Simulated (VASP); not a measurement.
# HF in VASP: notebook

The runs below take HF through single point, with PBE.

Program: VASP 6.6.1. These are calculated values, not measurements. Logs are shortened: lines on timing, memory, paths and dates and some standing lists are left out, and cuts for length are marked.

**1. The cell of the first run**

The cell holds an amorphous packing of atoms, 12 atoms: a = 5.684 Å, b = 5.684 Å, c = 5.684 Å, α = 90.00°, β = 90.00°, γ = 90.00°.

**2. Single point, PBE**

Input file INCAR:

```
ALGO = Normal
EDIFF = 1E-6
ENCUT = 520
GGA = PE
ISIF = 2
ISMEAR = -1
LASPH = True
LCHARG = True
LELF = True
LREAL = False
LVHAR = True
LWAVE = False
NBANDS = 36
NELM = 60
PREC = Accurate
SIGMA = 0.02
```

Input file KPOINTS:

```
k-points
0
Gamma
  1 1 1
```

Input file POSCAR:

```
HF
1.0
    5.6836090000      0.0000000000      0.0000000000
    0.0000000000      5.6836090000      0.0000000000
    0.0000000000      0.0000000000      5.6836090000
F H
6 6
Direct
    0.3131636958     -0.1469136952      0.4440312485
   -0.2401994930     -0.0265676263      0.8352087556
    0.8808839595      0.2652539962      0.4155986100
    0.4109360795      0.1652999001      0.0271306489
    0.7810882135      0.6651231638      0.4814546532
    0.3391507051      0.6355292913      0.9381187200
    0.2723621558     -0.0296466558      0.3438484245
   -0.1467025617      0.0991799401      0.7588312285
    0.8472609569      0.4213168077      0.4485706177
    0.5585711473      0.1482684682     -0.0596276063
    0.6735509075      0.6900896948      0.3797587061
    0.3243361744      0.9725334730      1.0200385002
```

Potentials or basis: VASP PAW PBE potentials, release 64 (F, H).

On the command line:

```console
$ cat potpaw_PBE.64/F/POTCAR potpaw_PBE.64/H/POTCAR > POTCAR
$ mpirun -np 1 vasp_gam > vasp.out
```

OUTCAR:

```text
EDIFF = 1E-6
   ENCUT = 520
   GGA = PE
   ISIF = 2
   ISMEAR = -1
   LASPH = True
   LREAL = False
   NELM = 60
   PREC = Accurate

 ion  position               nearest neighbor table
   1  0.313  0.853  0.444-   7 0.91
   2  0.760  0.973  0.835-   8 0.99
   3  0.881  0.265  0.416-   9 0.93
   4  0.411  0.165  0.027-  10 0.98  12 1.20
   5  0.781  0.665  0.481-  11 0.85
   6  0.339  0.636  0.938-
   7  0.272  0.970  0.344-   1 0.91
   8  0.853  0.099  0.759-   2 0.99
   9  0.847  0.421  0.449-   3 0.93
  10  0.559  0.148  0.940-   4 0.98
  11  0.674  0.690  0.380-   5 0.85
  12  0.324  0.973  0.020-   4 1.20

  LATTYP: Found a simple cubic cell.
 ALAT       =     5.6836090000

  Lattice vectors:

 A1 = (   5.6836090000,   0.0000000000,   0.0000000000)
 A2 = (   0.0000000000,   5.6836090000,   0.0000000000)
 A3 = (   0.0000000000,   0.0000000000,   5.6836090000)

Analysis of symmetry for initial positions (statically):
=====================================================================
 Subroutine PRICEL returns:
 Original cell was already a primitive cell.

 Routine SETGRP: Setting up the symmetry group for a
 simple cubic supercell.

 Subroutine GETGRP returns: Found  1 space group operations
 (whereof  1 operations were pure point group operations)
 out of a pool of 48 trial point group operations.

The static configuration has the point symmetry C_1 .

Analysis of symmetry for dynamics (positions and initial velocities):
=====================================================================
 Subroutine PRICEL returns:
 Original cell was already a primitive cell.

 Routine SETGRP: Setting up the symmetry group for a
 simple cubic supercell.

 Subroutine GETGRP returns: Found  1 space group operations
 (whereof  1 operations were pure point group operations)
 out of a pool of 48 trial point group operations.

The dynamic configuration has the point symmetry C_1 .

 Subroutine INISYM returns: Found  1 space group operations
 (whereof  1 operations are pure point group operations),
 and found     1 'primitive' translations

----------------------------------------------------------------------------------------

                                     Primitive cell

  volume of cell :     183.6000

  direct lattice vectors                    reciprocal lattice vectors
     5.683609000  0.000000000  0.000000000     0.175944545  0.000000000  0.000000000
     0.000000000  5.683609000  0.000000000     0.000000000  0.175944545  0.000000000
     0.000000000  0.000000000  5.683609000     0.000000000  0.000000000  0.175944545

  length of vectors
     5.683609000  5.683609000  5.683609000     0.175944545  0.175944545  0.175944545

  position of ions in fractional coordinates (direct lattice)
     0.313163696  0.853086305  0.444031248
     0.759800507  0.973432374  0.835208756
     0.880883959  0.265253996  0.415598610
     0.410936079  0.165299900  0.027130649
     0.781088213  0.665123164  0.481454653
     0.339150705  0.635529291  0.938118720
     0.272362156  0.970353344  0.343848425
     0.853297438  0.099179940  0.758831229
     0.847260957  0.421316808  0.448570618
     0.558571147  0.148268468  0.940372394
     0.673550908  0.690089695  0.379758706
     0.324336174  0.972533473  0.020038500

  ion indices of the primitive-cell ions
   primitive index   ion index
                 1           1
                 2           2
                 3           3
                 4           4
                 5           5
                 6           6
                 7           7
                 8           8
                 9           9
                10          10
                11          11
                12          12

----------------------------------------------------------------------------------------

 KPOINTS: k-points

Automatic generation of k-mesh.
 Grid dimensions read from file:
 generate k-points for:    1    1    1

 Generating k-lattice:

  Cartesian coordinates                     Fractional coordinates (reciprocal lattice)
     0.175944545  0.000000000  0.000000000     1.000000000  0.000000000  0.000000000
     0.000000000  0.175944545  0.000000000     0.000000000  1.000000000  0.000000000
     0.000000000  0.000000000  0.175944545     0.000000000  0.000000000  1.000000000

  Length of vectors
     0.175944545  0.175944545  0.175944545

  Shift w.r.t. Gamma in fractional coordinates (k-lattice)
     0.000000000  0.000000000  0.000000000

 Subroutine IBZKPT returns following result:
 ===========================================

 Found      1 irreducible k-points:

 Following reciprocal coordinates:
            Coordinates               Weight
  0.000000  0.000000  0.000000      1.000000
   k-points           NKPTS =      1   k-points in BZ     NKDIM =      1   number of bands    NBANDS=     36
   number of dos      NEDOS =    301   number of ions     NIONS =     12
   total plane-waves  NPLWV =  74088
   dimension x,y,z NGX =    42 NGY =   42 NGZ =   42
   dimension x,y,z NGXF=    84 NGYF=   84 NGZF=   84
   ions per type =               6   6
   NGX,Y,Z   is equivalent  to a cutoff of  12.29, 12.29, 12.29 a.u.
   NGXF,Y,Z  is equivalent  to a cutoff of  24.57, 24.57, 24.57 a.u.
 SYSTEM =  unknown system
   PREC   = accura    normal or accurate (medium, high low for compatibility)
   ISTART =      0    job   : 0-new  1-cont  2-samecut
   ICHARG =      2    charge: 1-file 2-atom 10-const
   ISPIN  =      1    spin polarized calculation?
   LNONCOLLINEAR =      F non collinear calculations
   LSORBIT =      F    spin-orbit coupling
   LASPH  =      T    aspherical Exc in radial PAW
   ENCUT  =  520.0 eV  38.22 Ry    6.18 a.u.  10.57 10.57 10.57*2*pi/ulx,y,z
   NELM   =     60;   NELMIN=  2; NELMDL= -5     # of ELM steps
   EDIFF  = 0.1E-05   stopping-criterion for ELM
   LREAL  =      F    real-space projection
   EDIFFG = 0.1E-04   stopping-criterion for IOM
   NSW    =      0    number of steps for IOM
   IBRION =     -1    ionic relax: 0-MD 1-quasi-New 2-CG
   NFREE  =      0    steps in history (QN), initial steepest desc. (CG)
   ISIF   =      2    stress and relaxation
   ISYM   =      2    0-nonsym 1-usesym 2-fastsym
   POTIM  = 0.5000    time-step for ionic-motion
   TEBEG  =    0.0;   TEEND  =   0.0 temperature during run
   PSTRESS=    0.0 pullay stress
   NELECT =      48.0000    total number of electrons
   NUPDOWN=      -1.0000    fix difference up-down
   EMIN   =  10.00;   EMAX   =-10.00  energy-range for DOS
   EFERMI =   0.00;   METHOD = LEGACY
   ISMEAR =    -1;   SIGMA  =   0.02  broadening in eV -4-tet -1-fermi 0-gaus
   EFERMI_NEDOS =   21; number of points for ismear=-14 and -15
   IALGO  =     38    algorithm
   IMIX   =      4    mixing-type and parameters
     AMIX     =   0.40;   BMIX     =  1.00
     AMIX_MAG =   1.60;   BMIX_MAG =  1.00
  volume/ion in A,a.u.               =      15.30       103.25
  Fermi-wavevector in a.u.,A,eV,Ry     =   1.046802  1.978168 14.909177  1.095794
  Thomas-Fermi vector in A             =   2.181655
   LORBIT       =      0    0 simple, 1 ext, 2 COOP (PROOUT), +10 PAW based schemes
   GGA     = PE    functional components
[... 5 lines left out ...]
 non-spin polarized calculation
  energy-cutoff  :      520.00
  volume of cell :      183.60
 maximum number of plane-waves:      2473
 NGX is ok and might be reduce to    42
   NGX = 21   NGY = 21   NGZ = 21

 number of electron      48.0000003 magnetization

 Free energy of the ion-electron system (eV)
  ---------------------------------------------------
  ext. energy  EPLUGINS =         0.00000000
  ---------------------------------------------------
  free energy    TOTEN  =       -44.24831873 eV

  energy without entropy =      -44.24831873  energy(sigma->0) =      -44.24831873

 E-fermi :  -2.7392     XC(G=0):  -6.0362

 val. band max:       -3.2280247356   @ k =   0.0000   0.0000   0.0000
 cond. band min:      -1.1543513840   @ k =   0.0000   0.0000   0.0000
 fundamental gap:      2.0736733516
 Fermi energy:        -2.7391669299

 k-point     1 :       0.0000    0.0000    0.0000
  band No.  band energies     occupation
      1     -31.0310      2.00000
      2     -29.4399      2.00000
      3     -28.5540      2.00000
      4     -27.9010      2.00000
      5     -27.5142      2.00000
      6     -21.8981      2.00000
[... 28 lines left out ...]
     35       7.7860      0.00000
     36       8.0517      0.00000

------------------------ aborting loop because EDIFF is reached ----------------------------------------

  FORCE on cell =-STRESS in cart. coord.  units (eV):
  Direction    XX          YY          ZZ          XY          YZ          ZX
  --------------------------------------------------------------------------------------
  -------------------------------------------------------------------------------------
  Total        3.0163579     -3.0341807      3.6872209     -2.9503481     -2.1406712      3.0868110
  in kB       26.3221209    -26.4776507     32.1763785    -25.7460885    -18.6804777     26.9369265
  external PRESSURE =      10.6736163 kB  Pullay stress =       0.0000000 kB

 VOLUME and BASIS-vectors are now :
 -----------------------------------------------------------------------------
  energy-cutoff  :      520.00
  volume of cell :      183.60
      direct lattice vectors                 reciprocal lattice vectors
     5.683609000  0.000000000  0.000000000     0.175944545  0.000000000  0.000000000
     0.000000000  5.683609000  0.000000000     0.000000000  0.175944545  0.000000000
     0.000000000  0.000000000  5.683609000     0.000000000  0.000000000  0.175944545

 POSITION                                       TOTAL-FORCE (eV/Angst)
 -----------------------------------------------------------------------------------
      1.77990      4.84861      2.52370         0.677831     -1.300727      1.316643
      4.31841      5.53261      4.74700         0.646363      2.248850     -0.372916
      5.00660      1.50760      2.36210         0.607039     -2.734586     -0.175529
      2.33560      0.93950      0.15420        -1.331161     -1.642447      0.494898
      4.43940      3.78030      2.73640         4.975721     -0.898291      4.704952
      1.92760      3.61210      5.33190        -0.208633      2.519084      0.595488
      1.54800      5.51511      1.95430        -0.727736      1.470379     -0.965207
      4.84981      0.56370      4.31290        -0.666261     -1.447108      0.166409
      4.81550      2.39460      2.54950        -0.185850      1.954468      0.331893
      3.17470      0.84270      5.34471         0.656865     -0.849216     -0.328184
      3.82820      3.92220      2.15840        -5.528670      1.430720     -4.777364
      1.84340      5.52750      0.11389         1.084493     -0.751126     -0.991083
 -----------------------------------------------------------------------------------
    total drift:                               -0.002465     -0.000212     -0.000419

  FREE ENERGIE OF THE ION-ELECTRON SYSTEM (eV)
  ---------------------------------------------------
  free  energy   TOTEN  =       -44.2483187322 eV

  energy  without entropy=      -44.2483187321  energy(sigma->0) =      -44.24831873
```

It took 15 s on 1 thread of AMD EPYC 9R45 (Zen 5), shared host; peak memory 0.19 GiB.

What came out:

```
Free energy            : -44.2483 eV
Pressure               : 1.1 GPa
Largest force          : 7.446 eV/Å
Band gap on the k mesh : 2.07 eV
```

Forces on the atoms (eV/Å):
```
F    0.678 -1.301  1.317
F    0.646  2.249 -0.373
F    0.607 -2.735 -0.176
F   -1.331 -1.642  0.495
F    4.976 -0.898  4.705
F   -0.209  2.519  0.595
H   -0.728  1.470 -0.965
H   -0.666 -1.447  0.166
H   -0.186  1.954  0.332
H    0.657 -0.849 -0.328
H   -5.529  1.431 -4.777
H    1.084 -0.751 -0.991
```

Levels at points of the mesh, in eV from the valence-band top:
```csv
k point,band 20,band 21,band 22,band 23,band 24,band 25,band 26,band 27,band 28,band 29
"(0.00, 0.00, 0.00)",-3.97,-3.93,-0.84,-0.09,0.00,2.07,4.53,6.23,7.27,7.36
```

Caveat: the k points lie up to 1.11 Å⁻¹ apart.

**3. Single point, PBE**

Input file INCAR:

```
SYSTEM = HF
ALGO = Normal
EDIFF = 1E-6
ENCUT = 520
GGA = PE
ISIF = 2
ISMEAR = -1
LASPH = .TRUE.
LCHARG = .FALSE.
LREAL = .FALSE.
LWAVE = .FALSE.
NBANDS = 36
NELM = 100
PREC = Accurate
SIGMA = 0.02
```

Input file KPOINTS:

```
k-points
0
G
  1 1 1
  0 0 0
```

Input file POSCAR:

```
HF
1.0
    5.6836090000      0.0000000000      0.0000000000
    0.0000000000      5.6836090000      0.0000000000
    0.0000000000      0.0000000000      5.6836090000
F H
6 6
Direct
    0.3263419422     -0.1377469844      0.4378204060
   -0.1502918304     -0.0160637370      0.7842904042
    0.8787550305      0.2291149866      0.4169533830
    0.7056431926      0.1796745695     -0.0028678961
    0.7272491827      0.6689587549      0.4608163581
    0.3299839943      0.5664182740      0.9032113222
    0.2461288241     -0.1247622769      0.2978741148
   -0.0131606520     -0.0862128271      0.6424966953
    0.8236316045      0.5429472717      0.5190891914
   -2.9022228658      5.1310179852     -0.3393618386
    0.5775379693      0.6919371125      0.4455971549
   -2.2572629468     -2.7049362474      4.4297558118
```

Potentials or basis: VASP PAW PBE potentials, release 64 (F, H).

On the command line:

```console
$ cat potpaw_PBE.64/F/POTCAR potpaw_PBE.64/H/POTCAR > POTCAR
$ mpirun -np 1 vasp_gam > vasp.out
```

Run time: 19 s. Hardware: 1 thread of AMD EPYC 9R45 (Zen 5), shared host; peak memory 0.2 GiB.

It converged, with:

```
Free energy            : -35.1207 eV
Pressure               : 4.0 GPa
Largest force          : 8.772 eV/Å
Band gap on the k mesh : 0.12 eV
```

Forces on the atoms (eV/Å):
```
F    1.183 -0.483  1.338
F    2.855 -0.964 -2.082
F    5.743 -1.293 -0.353
F   -1.485  0.742  0.910
F    7.865  0.488 -0.231
F   -0.111 -0.032 -0.207
H   -0.559  0.092 -1.882
H   -0.686  1.326  1.811
H    0.398 -1.156  0.778
H   -0.372 -1.020  0.248
H   -8.701  1.066 -0.307
H   -6.128  1.234 -0.024
```

Stress tensor (GPa, compression positive):
```
 9.49 -3.52  1.33
-3.52  2.17 -0.42
 1.33 -0.42  0.24
```

Levels at points of the mesh, in eV from the valence-band top:
```tsv
k point	band 20	band 21	band 22	band 23	band 24	band 25	band 26	band 27	band 28	band 29
(0.00, 0.00, 0.00)	-0.69	-0.58	-0.29	-0.06	0.00	0.12	2.57	4.86	5.43	6.61
```

Caveat: the k points lie up to 1.11 Å⁻¹ apart.
